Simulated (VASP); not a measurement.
Ni: single point with PBEsol

Crystal: Ni.

```
CELL_PARAMETERS angstrom
2.38063 0.00000 0.00000
-1.19031 2.06168 0.00000
0.00000 0.00000 2.31941
ATOMIC_POSITIONS crystal
Ni 0.00000 0.00000 0.00000
```

```yaml
Program: VASP 6.6.1
Task: single point
Functional: PBEsol
Potentials_or_basis: VASP PAW PBE potentials, release 64 (Ni)
Cutoff: 520 eV
k_mesh: 18 × 18 × 17
Occupations: fermi-dirac, width 0.1 eV
Spin: collinear spin, ferromagnetic start
Starting_moments: "[1.0] μB"
Dipole_correction: no
Further_INCAR_settings: ALGO = Normal; EDIFF = 1e-07; NBANDS = 15
```

The pressure is -2.3 GPa. The net moment is 0.39 μB per cell and the site moments are Ni +0.39 μB. The valence electrons inside the program's atomic spheres are Ni 9.34.

Stress tensor (GPa, compression positive):
```
-2.14  0.00  0.00
 0.00 -2.14  0.00
 0.00  0.00 -2.59
```

Levels at points of the mesh, in eV from the Fermi level:
Spin up:
```
           k point  band 1  band 2  band 3  band 4  band 5  band 6  band 7  band 8  band 9  band 10
(0.00, 0.00, 0.00)   -8.62   -3.73   -2.11   -2.11   -0.18   -0.18   18.93   24.05   24.14    27.25
(0.50, 0.00, 0.00)   -4.54   -3.12   -1.39   -0.42   -0.17   -0.04    5.64   17.50   23.16    26.20
```
Spin down:
```
           k point  band 1  band 2  band 3  band 4  band 5  band 6  band 7  band 8  band 9  band 10
(0.00, 0.00, 0.00)   -8.61   -3.40   -1.70   -1.70    0.28    0.28   18.96   23.99   24.23    27.34
(0.50, 0.00, 0.00)   -4.28   -2.79   -0.97   -0.18    0.03    0.43    5.88   17.54   23.25    26.18
```

Wall time 57 s on 1 thread of AMD EPYC 9R45 (Zen 5), on a shared host, peak memory 0.15 GiB.

Caveat: the PAW data sets were made with another functional, which shifts forces and pressure a little.
